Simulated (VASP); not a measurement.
Set up this calculation in VASP 6.6.1, as the native input.

- Task: single point
- Functional: PBE-based screened hybrid with 75 % exact exchange
- Potentials or basis: VASP PAW PBE potentials, release 64 (Cd, P, C)
- Cutoff: 520 eV
- k mesh: 4 × 4 × 2
- Occupations: fermi-dirac, width 0.02 eV
- Spin: no spin polarisation
- Dipole correction: no
- Grid for exact exchange (PRECFOCK): Normal
- Share of exact exchange: 0.75
- Further INCAR settings: ALGO = Normal; EDIFF = 1e-07; NBANDS = 21
- Screening parameter: 0.3 1/Å

Crystal: CdP2C.

```xyz
4
Lattice="3.3048 0.0000 0.0000 0.0000 3.3048 0.0000 0.0000 0.0000 5.9718" Properties=species:S:1:pos:R:3 pbc="T T T"
Cd    0.0000    0.0000    0.0000
P     0.0000    1.6524    1.9501
P     1.6524    0.0000    4.0218
C     1.6524    1.6524    2.9859
```

These files were run (other wordings do the same):

POSCAR

```
CdP2C
1.0
    3.3048441637      0.0000000000      0.0000000000
    0.0000000000      3.3048441637      0.0000000000
    0.0000000000      0.0000000000      5.9718372581
Cd P C
1 2 1
Direct
    0.0000000000      0.0000000000      0.0000000000
    0.0000000000      0.5000000000      0.3265445761
    0.5000000000      0.0000000000      0.6734554239
    0.5000000000      0.5000000000      0.5000000000
```

INCAR.step1

```
SYSTEM = CdP2C
  PREC = Accurate
  ENCUT = 520
  EDIFF = 1E-5
  ISMEAR = -1
  SIGMA = 0.02
  LREAL = .FALSE.
  LASPH = .TRUE.
  NELM = 100
  ALGO = Normal
  ISIF = 2
  LWAVE = .TRUE.
  GGA = PE
  NBANDS = 21
```

INCAR.step2

```
SYSTEM = CdP2C
  PREC = Accurate
  ENCUT = 520
  EDIFF = 1E-7
  ISMEAR = -1
  SIGMA = 0.02
  LREAL = .FALSE.
  LASPH = .TRUE.
  NELM = 100
  ALGO = Normal
  ISIF = 2
  LWAVE = .FALSE.
  LCHARG = .TRUE.
  GGA = PE
  LHFCALC = .TRUE.
  AEXX = 0.75
  HFSCREEN = 0.3
  PRECFOCK = Normal
  LELF = .TRUE.
  LVHAR = .TRUE.
  ISTART = 1
  NBANDS = 21
```

KPOINTS

```
Automatic mesh
0
G
  4 4 2
  0 0 0
```

Potentials or basis: VASP PAW PBE potentials, release 64 (Cd, P, C).

Run with:

```sh
$ cat potpaw_PBE.64/Cd/POTCAR potpaw_PBE.64/P/POTCAR potpaw_PBE.64/C/POTCAR > POTCAR
$ cp INCAR.step1 INCAR
$ mpirun -np 1 vasp_std > vasp.out
$ cp INCAR.step2 INCAR
$ mpirun -np 1 vasp_std > vasp.out
```

Results of the run:

| Item | Value |
| --- | --- |
| Pressure | -5.2 GPa |
| Largest force | 1.209 eV/Å |
| Band gap on the k mesh | zero (bands 13 and 14 overlap by 0.33 eV) |

Caveat: the k points lie up to 0.53 Å⁻¹ apart; the PAW data sets were made with another functional, which shifts forces and pressure a little.

It took 11 min on 1 thread of Intel(R) Xeon(R) 6975P-C (Granite Rapids) (shared host), peak memory 0.31 GiB.
